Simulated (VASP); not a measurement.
**Pd: single point with r2SCAN**

Crystal: Pd.

```
CELL_PARAMETERS angstrom
-1.58269 1.58269 1.58269
1.58269 -1.58269 1.58269
1.58269 1.58269 -1.58269
ATOMIC_POSITIONS crystal
Pd 0.00000 0.00000 0.00000
```

This isn't the form of Pd at room conditions, which is fcc.

```json
{"Program": "VASP 6.6.1", "Task": "single point", "Functional": "r2SCAN", "Potentials or basis": "VASP PAW PBE potentials, release 64 (Pd_sv_GW)", "Cutoff": "690 eV", "k mesh": "12 × 12 × 12", "Occupations": "fermi-dirac, width 0.05 eV", "Spin": "no spin polarisation"}
```

```yaml
Pressure: -8.3 GPa
Band_gap_on_the_k_mesh: zero (bands 9 and 10 overlap by 1.58 eV)
```

Levels at points of the mesh, in eV from the Fermi level:
| k point | band 7 | band 8 | band 9 | band 10 | band 11 | band 12 |
| --- | --- | --- | --- | --- | --- | --- |
| (0.00, 0.00, 0.00) | -2.72 | -2.72 | -0.94 | -0.94 | 19.89 | 19.89 |
| (0.50, 0.00, 0.00) | -0.99 | -0.73 | 0.54 | 1.86 | 7.78 | 15.63 |
| (0.50, 0.50, 0.50) | 0.19 | 0.19 | 0.19 | 9.54 | 9.54 | 9.54 |

Wall time 35 s on 1 thread of Intel(R) Xeon(R) 6975P-C (Granite Rapids), on a shared host, peak memory 0.17 GiB.

Caveat: the cell stands under tension; the PAW data sets were made with another functional, which shifts forces and pressure a little.
